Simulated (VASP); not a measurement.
A run of VASP 6.6.1 is set up as follows.

INCAR

```
SYSTEM = TiC
PREC     = Accurate       ! precision mode
ENCUT    = 520            ! plane-wave cutoff, eV
EDIFF    = 1E-8           ! SCF threshold, eV
ISMEAR   = -1             ! smearing method
SIGMA    = 0.05           ! smearing width, eV
LREAL    = .FALSE.        ! projectors in reciprocal space
LASPH    = .TRUE.         ! aspherical terms in the spheres
NELM     = 60             ! most SCF steps
ALGO     = Normal         ! electronic algorithm
ISIF     = 2              ! what is computed and relaxed
LWAVE    = .FALSE.        ! write WAVECAR
LCHARG   = .FALSE.        ! write CHGCAR
GGA      = PS             ! functional
IBRION   = 8              ! ionic algorithm
NSW      = 1              ! ionic steps
```

Contents of KPOINTS:

```
regular mesh
0
G
  10 10 10
  0 0 0
```

POSCAR

```
TiC
1.0
    0.0000000000      2.1657188437      2.1657188437
    2.1657188437      0.0000000000      2.1657188437
    2.1657188437      2.1657188437      0.0000000000
Ti C
1 1
Direct
    0.0000000000      0.0000000000      0.0000000000
    0.5000000000      0.5000000000      0.5000000000
```

Potentials or basis: VASP PAW PBE potentials, release 64 (Ti_sv, C).

The run is started by

```console
$ cat potpaw_PBE.64/Ti_sv/POTCAR potpaw_PBE.64/C/POTCAR > POTCAR
$ mpirun -np 1 vasp_std > vasp.out
```

Question: Estimate the highest phonon frequency at Γ, LO-TO splitting left out.

Answer: 518 cm⁻¹.

Phonon frequencies in cm⁻¹ (negative: imaginary):
| q point | frequencies |
| --- | --- |
| (0.000, 0.000, 0.000) | -1 -1 -1 518 518 518 |

Caveat: the cell wasn't relaxed at this level first, which shifts response properties.
